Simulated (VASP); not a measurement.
Set up this calculation in VASP 6.6.1, as the native input.

```yaml
Task: single point
Functional: r2SCAN
Potentials_or_basis: VASP PAW PBE potentials, release 64 (Cd)
Cutoff: 520 eV
k_mesh: 6 × 6 × 6
Occupations: gaussian, width 0.1 eV
Spin: no spin polarisation
Dipole_correction: no
Further_INCAR_settings: ALGO = Normal; EDIFF = 1e-06; NBANDS = 12
```

The system is Cd.

```xyz
1
Lattice="2.9641 0.0000 0.0000 0.0000 2.9641 0.0000 0.0000 0.0000 2.9641" Properties=species:S:1:pos:R:3 pbc="T T T"
Cd    0.0000    0.0000    0.0000
```

One way to write it, as run:

POSCAR

```
Cd
1.0
    2.9640763525      0.0000000000      0.0000000000
    0.0000000000      2.9640763525      0.0000000000
    0.0000000000      0.0000000000      2.9640763525
Cd
1
Direct
    0.0000000000      0.0000000000      0.0000000000
```

INCAR.step1

```
SYSTEM = Cd
ALGO = Normal ; EDIFF = 1E-4
ENCUT = 520 ; GGA = PE
ISMEAR = 0 ; LASPH = .True.
LCHARG = .False. ; LREAL = .False.
LWAVE = .True. ; NBANDS = 12
NELM = 80 ; PREC = Accurate
SIGMA = 0.1
```

INCAR.step2

```
SYSTEM = Cd
ALGO = Normal ; EDIFF = 1E-6
ENCUT = 520 ; ISIF = 2
ISMEAR = 0 ; ISTART = 1
LASPH = .True. ; LCHARG = .True.
LELF = .True. ; LMIXTAU = .True.
LREAL = .False. ; LVHAR = .True.
LWAVE = .False. ; METAGGA = R2SCAN
NBANDS = 12 ; NELM = 80
PREC = Accurate ; SIGMA = 0.1
```

KPOINTS

```
k-points
0
Gamma
  6 6 6
  0 0 0
```

Potentials or basis: VASP PAW PBE potentials, release 64 (Cd).

The run is started by

```console
$ cat potpaw_PBE.64/Cd/POTCAR > POTCAR
$ cp INCAR.step1 INCAR
$ mpirun -np 1 vasp_std > vasp.out
$ cp INCAR.step2 INCAR
$ mpirun -np 1 vasp_std > vasp.out
```

It gave:

```
Pressure               : 0.3 GPa
Band gap on the k mesh : zero (band 6 reaches 6.31 eV, above the bottom of band 7 at -0.59 eV)
```

Caveat: the PAW data sets were made with another functional, which shifts forces and pressure a little.

Wall time 24 s on 1 thread of AMD EPYC 7R43 64-Core Processor (Zen 3) (shared host), peak memory 0.1 GiB.
